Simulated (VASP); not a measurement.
# GaN (P6_3mc) in VASP: further runs

Aim: see how the results for GaN move with the level of theory and the settings. Levels: PBE, r2SCAN. Tasks: single point.

Everything below comes from runs of VASP 6.6.1. Logs are shortened: lines on timing, memory, paths and dates and some standing lists are left out, and cuts for length are marked.

### Step 1. The cell of the first run

It takes space group P6_3mc (No. 186, hexagonal). Conventional cell: a = 3.183 Å, b = 3.183 Å, c = 5.184 Å, α = 90.00°, β = 90.00°, γ = 120.00°. Ga (site symmetry 3m) has 4 N at 1.95 Å within 2.6 Å. Within 2.6 Å of N (site symmetry 3m) lie 4 Ga at 1.95 Å.

### Step 2. Single point, PBE

File INCAR:

```
SYSTEM = GaN
PREC = Accurate
ENCUT = 520
EDIFF = 1E-6
ISMEAR = 0
SIGMA = 0.01
LREAL = .FALSE.
LASPH = .TRUE.
NELM = 80
ALGO = Normal
ISIF = 2
LWAVE = .FALSE.
LCHARG = .TRUE.
GGA = PE
LELF = .TRUE.
LVHAR = .TRUE.
NBANDS = 26
```

File KPOINTS:

```
regular mesh
0
G
  6 6 4
  0 0 0
```

File POSCAR:

```
GaN
1.0
    3.1831493761      0.0000000000      0.0000000000
   -1.5915746880      2.7566882238      0.0000000000
    0.0000000000      0.0000000000      5.1836252293
Ga N
2 2
Direct
    0.3333333333      0.6666666667     -0.0008868111
    0.6666666667      0.3333333333      0.4991131889
    0.3333333333      0.6666666667      0.3758868111
    0.6666666667      0.3333333333      0.8758868111
```

Potentials or basis: VASP PAW PBE potentials, release 64 (Ga_d, N).

Run with:

```
cat potpaw_PBE.64/Ga_d/POTCAR potpaw_PBE.64/N/POTCAR > POTCAR
mpirun -np 1 vasp_std > vasp.out
```

OUTCAR:

```text
SYSTEM = GaN
   PREC = Accurate
   ENCUT = 520
   EDIFF = 1E-6
   ISMEAR = 0
   LREAL = .FALSE.
   LASPH = .TRUE.
   NELM = 80
   ISIF = 2
   GGA = PE

 ion  position               nearest neighbor table
   1  0.333  0.667  0.999-   4 1.95   4 1.95   4 1.95   3 1.95
   2  0.667  0.333  0.499-   3 1.95   3 1.95   3 1.95   4 1.95
   3  0.333  0.667  0.376-   2 1.95   2 1.95   2 1.95   1 1.95
   4  0.667  0.333  0.876-   1 1.95   1 1.95   1 1.95   2 1.95

  LATTYP: Found a hexagonal cell.
 ALAT       =     3.1831493761
 C/A-ratio  =     1.6284580511

  Lattice vectors:

 A1 = (   3.1831493761,   0.0000000000,   0.0000000000)
 A2 = (  -1.5915746880,   2.7566882238,   0.0000000000)
 A3 = (   0.0000000000,   0.0000000000,   5.1836252293)

Analysis of symmetry for initial positions (statically):
=====================================================================
 Subroutine PRICEL returns:
 Original cell was already a primitive cell.

 Routine SETGRP: Setting up the symmetry group for a
 hexagonal supercell.

 Subroutine GETGRP returns: Found 12 space group operations
 (whereof  6 operations were pure point group operations)
 out of a pool of 24 trial point group operations.

The static configuration has the point symmetry C_3v.
 The point group associated with its full space group is C_6v.

Analysis of symmetry for dynamics (positions and initial velocities):
=====================================================================
 Subroutine PRICEL returns:
 Original cell was already a primitive cell.

 Routine SETGRP: Setting up the symmetry group for a
 hexagonal supercell.

 Subroutine GETGRP returns: Found 12 space group operations
 (whereof  6 operations were pure point group operations)
 out of a pool of 24 trial point group operations.

The dynamic configuration has the point symmetry C_3v.
 The point group associated with its full space group is C_6v.

 Subroutine INISYM returns: Found 12 space group operations
 (whereof  6 operations are pure point group operations),
 and found     1 'primitive' translations

----------------------------------------------------------------------------------------

                                     Primitive cell

  volume of cell :      45.4861

  direct lattice vectors                    reciprocal lattice vectors
     3.183149376  0.000000000  0.000000000     0.314154280  0.181377058  0.000000000
    -1.591574688  2.756688224  0.000000000     0.000000000  0.362754116  0.000000000
     0.000000000  0.000000000  5.183625229     0.000000000  0.000000000  0.192915181

  length of vectors
     3.183149376  3.183149376  5.183625229     0.362754116  0.362754116  0.192915181

  position of ions in fractional coordinates (direct lattice)
     0.333333333  0.666666667  0.999113189
     0.666666667  0.333333333  0.499113189
     0.333333333  0.666666667  0.375886811
     0.666666667  0.333333333  0.875886811

  ion indices of the primitive-cell ions
   primitive index   ion index
                 1           1
                 2           2
                 3           3
                 4           4

----------------------------------------------------------------------------------------

 KPOINTS: regular mesh

Automatic generation of k-mesh.
 Grid dimensions read from file:
 generate k-points for:    6    6    4

 Generating k-lattice:

  Cartesian coordinates                     Fractional coordinates (reciprocal lattice)
     0.052359047  0.030229510  0.000000000     0.166666667  0.000000000  0.000000000
     0.000000000  0.060459019  0.000000000     0.000000000  0.166666667  0.000000000
     0.000000000  0.000000000  0.048228795     0.000000000  0.000000000  0.250000000

  Length of vectors
     0.060459019  0.060459019  0.048228795

  Shift w.r.t. Gamma in fractional coordinates (k-lattice)
     0.000000000  0.000000000  0.000000000

 Subroutine IBZKPT returns following result:
 ===========================================

 Found     21 irreducible k-points:

 Following reciprocal coordinates:
            Coordinates               Weight
  0.000000  0.000000  0.000000      1.000000
  0.166667  0.000000  0.000000      6.000000
  0.333333  0.000000  0.000000      6.000000
  0.500000  0.000000  0.000000      3.000000
  0.166667  0.166667  0.000000      6.000000
  0.333333  0.166667  0.000000     12.000000
[... 13 lines left out ...]
  0.333333  0.166667  0.500000     12.000000
  0.333333  0.333333  0.500000      2.000000
   k-points           NKPTS =     21   k-points in BZ     NKDIM =     21   number of bands    NBANDS=     26
   number of dos      NEDOS =    301   number of ions     NIONS =      4
   total plane-waves  NPLWV =  23040
   dimension x,y,z NGX =    24 NGY =   24 NGZ =   40
   dimension x,y,z NGXF=    48 NGYF=   48 NGZF=   80
   ions per type =               2   2
   NGX,Y,Z   is equivalent  to a cutoff of  12.53, 12.53, 12.83 a.u.
   NGXF,Y,Z  is equivalent  to a cutoff of  25.07, 25.07, 25.66 a.u.
 SYSTEM =  GaN
   PREC   = accura    normal or accurate (medium, high low for compatibility)
   ISTART =      0    job   : 0-new  1-cont  2-samecut
   ICHARG =      2    charge: 1-file 2-atom 10-const
   ISPIN  =      1    spin polarized calculation?
   LNONCOLLINEAR =      F non collinear calculations
   LSORBIT =      F    spin-orbit coupling
   LASPH  =      T    aspherical Exc in radial PAW
   ENCUT  =  520.0 eV  38.22 Ry    6.18 a.u.   5.92  5.92  9.64*2*pi/ulx,y,z
   NELM   =     80;   NELMIN=  2; NELMDL= -5     # of ELM steps
   EDIFF  = 0.1E-05   stopping-criterion for ELM
   LREAL  =      F    real-space projection
   EDIFFG = 0.1E-04   stopping-criterion for IOM
   NSW    =      0    number of steps for IOM
   IBRION =     -1    ionic relax: 0-MD 1-quasi-New 2-CG
   NFREE  =      0    steps in history (QN), initial steepest desc. (CG)
   ISIF   =      2    stress and relaxation
   ISYM   =      2    0-nonsym 1-usesym 2-fastsym
   POTIM  = 0.5000    time-step for ionic-motion
   TEBEG  =    0.0;   TEEND  =   0.0 temperature during run
   PSTRESS=    0.0 pullay stress
   NELECT =      36.0000    total number of electrons
   NUPDOWN=      -1.0000    fix difference up-down
   EMIN   =  10.00;   EMAX   =-10.00  energy-range for DOS
   EFERMI =   0.00;   METHOD = LEGACY
   ISMEAR =     0;   SIGMA  =   0.01  broadening in eV -4-tet -1-fermi 0-gaus
   EFERMI_NEDOS =   21; number of points for ismear=-14 and -15
   IALGO  =     38    algorithm
   IMIX   =      4    mixing-type and parameters
     AMIX     =   0.40;   BMIX     =  1.00
     AMIX_MAG =   1.60;   BMIX_MAG =  1.00
  volume/ion in A,a.u.               =      11.37        76.74
  Fermi-wavevector in a.u.,A,eV,Ry     =   1.514315  2.861641 31.200201  2.293150
  Thomas-Fermi vector in A             =   2.623989
   LORBIT       =      0    0 simple, 1 ext, 2 COOP (PROOUT), +10 PAW based schemes
   GGA     = PE    functional components
   LHFCALC =     F    Hartree Fock is set to
   AEXX    =    0.0000 exact exchange contribution
   IVDW    =     0    specifies the selected vdW correction
   LEPSILON=     F    determine dielectric tensor
   LRPA    =     F    only Hartree local field effects (RPA)
 non-spin polarized calculation
 Gauss-broadening in eV      SIGMA  =   0.01
  energy-cutoff  :      520.00
  volume of cell :       45.49
 maximum number of plane-waves:      1248
 NGX is ok and might be reduce to    24
   NGX = 11   NGY = 11   NGZ = 19

 number of electron      35.9999993 magnetization

 Free energy of the ion-electron system (eV)
  ---------------------------------------------------
  ext. energy  EPLUGINS =         0.00000000
  ---------------------------------------------------
  free energy    TOTEN  =       -24.29283047 eV

  energy without entropy =      -24.29283047  energy(sigma->0) =      -24.29283047

 E-fermi :   5.4482     XC(G=0): -11.6925

 val. band max:        5.3688776348   @ k =   0.0000   0.0000   0.0000
 cond. band min:       7.3098961180   @ k =   0.0000   0.0000   0.0000
 fundamental gap:      1.9410184832
 Fermi energy:         5.4481587611

 k-point     1 :       0.0000    0.0000    0.0000
  band No.  band energies     occupation
      1     -10.6486      2.00000
      2      -9.7139      2.00000
      3      -8.0745      2.00000
      4      -8.0591      2.00000
      5      -8.0591      2.00000
      6      -7.9970      2.00000
[... 18 lines left out ...]
     25      17.1044      0.00000
     26      17.1044      0.00000

 k-point     2 :       0.1667    0.0000    0.0000
  band No.  band energies     occupation
      1     -10.3909      2.00000
      2      -9.6509      2.00000
      3      -8.0441      2.00000
      4      -8.0240      2.00000
      5      -7.9796      2.00000
      6      -7.9492      2.00000
[... 18 lines left out ...]
     25      16.7762      0.00000
     26      17.6236      0.00000

 k-point     3 :       0.3333    0.0000    0.0000
  band No.  band energies     occupation
      1      -9.9135      2.00000
      2      -9.5653      2.00000
      3      -8.0061      2.00000
      4      -7.9867      2.00000
      5      -7.9041      2.00000
      6      -7.8437      2.00000
[... 18 lines left out ...]
     25      17.0001      0.00000
     26      18.5994      0.00000

 k-point     4 :       0.5000    0.0000    0.0000
  band No.  band energies     occupation
      1      -9.7244      2.00000
      2      -9.5424      2.00000
      3      -8.0095      2.00000
      4      -7.9842      2.00000
      5      -7.8862      2.00000
      6      -7.8444      2.00000
[... 18 lines left out ...]
     25      17.8349      0.00000
     26      18.7247      0.00000
[... 409 lines left out ...]
      1      -9.7178      2.00000
      2      -9.7178      2.00000
      3      -7.9726      2.00000
      4      -7.9726      2.00000
      5      -7.9469      2.00000
      6      -7.9469      2.00000
[... 18 lines left out ...]
     25      17.1586      0.00000
     26      17.1586      0.00000

 k-point    20 :       0.3333    0.1667    0.5000
  band No.  band energies     occupation
      1      -9.5767      2.00000
      2      -9.5767      2.00000
      3      -7.9753      2.00000
      4      -7.9753      2.00000
      5      -7.9058      2.00000
      6      -7.9058      2.00000
[... 18 lines left out ...]
     25      17.8298      0.00000
     26      17.8298      0.00000

 k-point    21 :       0.3333    0.3333    0.5000
  band No.  band energies     occupation
      1      -9.5382      2.00000
      2      -9.5382      2.00000
      3      -7.9380      2.00000
      4      -7.9380      2.00000
      5      -7.9217      2.00000
      6      -7.9217      2.00000
[... 18 lines left out ...]
     25      19.3967      0.00000
     26      19.4998      0.00000

------------------------ aborting loop because EDIFF is reached ----------------------------------------

  FORCE on cell =-STRESS in cart. coord.  units (eV):
  Direction    XX          YY          ZZ          XY          YZ          ZX
  --------------------------------------------------------------------------------------
  -------------------------------------------------------------------------------------
  Total        1.7730295      1.7730295      1.7905413      0.0000000      0.0000000     -0.0000000
  in kB       62.4522767     62.4522767     63.0691049      0.0000000      0.0000000     -0.0000000
  external PRESSURE =      62.6578861 kB  Pullay stress =       0.0000000 kB

 VOLUME and BASIS-vectors are now :
 -----------------------------------------------------------------------------
  energy-cutoff  :      520.00
  volume of cell :       45.49
      direct lattice vectors                 reciprocal lattice vectors
     3.183149376  0.000000000  0.000000000     0.314154280  0.181377058  0.000000000
    -1.591574688  2.756688224  0.000000000     0.000000000  0.362754116  0.000000000
     0.000000000  0.000000000  5.183625229     0.000000000  0.000000000  0.192915181

 POSITION                                       TOTAL-FORCE (eV/Angst)
 -----------------------------------------------------------------------------------
     -0.00000      1.83779      5.17903        -0.000000     -0.000000      0.004462
      1.59157      0.91890      2.58722        -0.000000     -0.000000      0.004462
     -0.00000      1.83779      1.94846        -0.000000      0.000000     -0.004462
      1.59157      0.91890      4.54027         0.000000     -0.000000     -0.004462
 -----------------------------------------------------------------------------------
    total drift:                               -0.000001     -0.000001     -0.001050

  FREE ENERGIE OF THE ION-ELECTRON SYSTEM (eV)
  ---------------------------------------------------
  free  energy   TOTEN  =       -24.2928304737 eV

  energy  without entropy=      -24.2928304737  energy(sigma->0) =      -24.29283047
```

Run time: 25 s. Hardware: 1 thread of AMD EPYC 7R13 (Zen 3), shared host; peak memory 0.13 GiB.

What came out:

```yaml
Free_energy: -24.2928 eV
Pressure: 6.3 GPa
Largest_force: 0.004 eV/Å
Band_gap_on_the_k_mesh: 1.94 eV, direct
```

Forces in eV/Å, atoms in the order of the input:
```
Ga   0.000  0.000  0.004
Ga   0.000  0.000  0.004
N    0.000  0.000 -0.004
N    0.000  0.000 -0.004
```

PBE gaps usually lie below the measured ones, often by a third to a half.

### Step 3. Single point, PBE

File INCAR:

```
ALGO = Normal ; EDIFF = 1E-6
ENCUT = 520 ; GGA = PE
ISIF = 2 ; ISMEAR = 0
LASPH = True ; LCHARG = False
LREAL = False ; LWAVE = False
NBANDS = 26 ; NELM = 80
PREC = Accurate ; SIGMA = 0.01
```

File KPOINTS:

```
k-points
0
Gamma
  6 6 4
```

POSCAR is that of step 2.

Potentials or basis: VASP PAW PBE potentials, release 64 (Ga_d, N).

Run with:

```
cat potpaw_PBE.64/Ga_d/POTCAR potpaw_PBE.64/N/POTCAR > POTCAR
mpirun -np 1 vasp_std > vasp.out
```

Run time: 24 s. Hardware: 1 thread of AMD EPYC 7R13 (Zen 3), shared host; peak memory 0.14 GiB.

Results (log left out):

| Property | Result |
| --- | --- |
| Free energy | -24.2928 eV |
| Pressure | 6.3 GPa |
| Largest force | 0.004 eV/Å |
| Band gap on the k mesh | 1.94 eV, direct |

Forces on the atoms (eV/Å):
```
Ga   0.000  0.000  0.004
Ga   0.000  0.000  0.004
N    0.000  0.000 -0.004
N    0.000  0.000 -0.004
```

Levels at points of the mesh, in eV from the valence-band top:
| k point | band 15 | band 16 | band 17 | band 18 | band 19 | band 20 | band 21 | band 22 |
| --- | --- | --- | --- | --- | --- | --- | --- | --- |
| (0.00, 0.00, 0.00) | -1.04 | -0.04 | 0.00 | 0.00 | 1.94 | 4.28 | 9.22 | 9.92 |
| (0.50, 0.00, 0.00) | -4.22 | -2.75 | -2.21 | -1.00 | 5.08 | 5.59 | 6.06 | 8.62 |
| (0.00, 0.00, 0.50) | -0.53 | -0.53 | -0.53 | -0.53 | 4.27 | 4.27 | 8.49 | 8.49 |
| (0.50, 0.00, 0.50) | -1.95 | -1.95 | -1.90 | -1.90 | 4.42 | 4.42 | 7.79 | 7.79 |

[end of part 1 of 2]
